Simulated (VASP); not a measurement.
Set up this calculation in VASP 6.6.1, as the native input.

```yaml
Task: single point
Functional: PBE
Potentials_or_basis: VASP PAW PBE potentials, release 64 (Si)
Cutoff: 520 eV
k_mesh: 12 × 12 × 4
Occupations: fermi-dirac, width 0.02 eV
Spin: no spin polarisation
Dipole_correction: no
Further_INCAR_settings: ALGO = Normal; EDIFF = 1e-07; NBANDS = 16
```

The structure of Si lies in POSCAR:

```
Si
1.0
    3.7505051821      0.0000000000      0.0000000000
   -1.8752525911      3.2480327647      0.0000000000
    0.0000000000      0.0000000000      6.2061489674
Si
4
Direct
    0.3333333333      0.6666666667      0.0007257276
    0.6666666667      0.3333333333      0.5007257276
    0.3333333333      0.6666666667      0.3742742724
    0.6666666667      0.3333333333      0.8742742724
```

This isn't the form of Si at room conditions, which is diamond.

This cell differs from its parent crystal: strain -2.1%.

The input as run:

INCAR

```
PREC = Accurate ; ENCUT = 520
EDIFF = 1E-7 ; ISMEAR = -1
SIGMA = 0.02 ; LREAL = False
LASPH = True ; NELM = 60
ALGO = Normal ; ISIF = 2
LWAVE = False ; LCHARG = True
GGA = PE ; LELF = True
LVHAR = True ; NBANDS = 16
```

KPOINTS

```
Automatic mesh
0
Gamma
  12 12 4
```

Potentials or basis: VASP PAW PBE potentials, release 64 (Si).

The run is started by

```console
$ cat potpaw_PBE.64/Si/POTCAR > POTCAR
$ mpirun -np 1 vasp_std > vasp.out
```

Results of the run:

```
Pressure               : 8.1 GPa
Largest force          : 0.004 eV/Å
Band gap on the k mesh : 0.27 eV (least direct gap 1.20 eV)
```

Caveat: the cell differs from its parent crystal (strain -2.1%); the cell stands under pressure.

Run time: 88 s on 1 thread of Intel Xeon 8259CL, with other jobs on the host, peak memory 0.2 GiB.
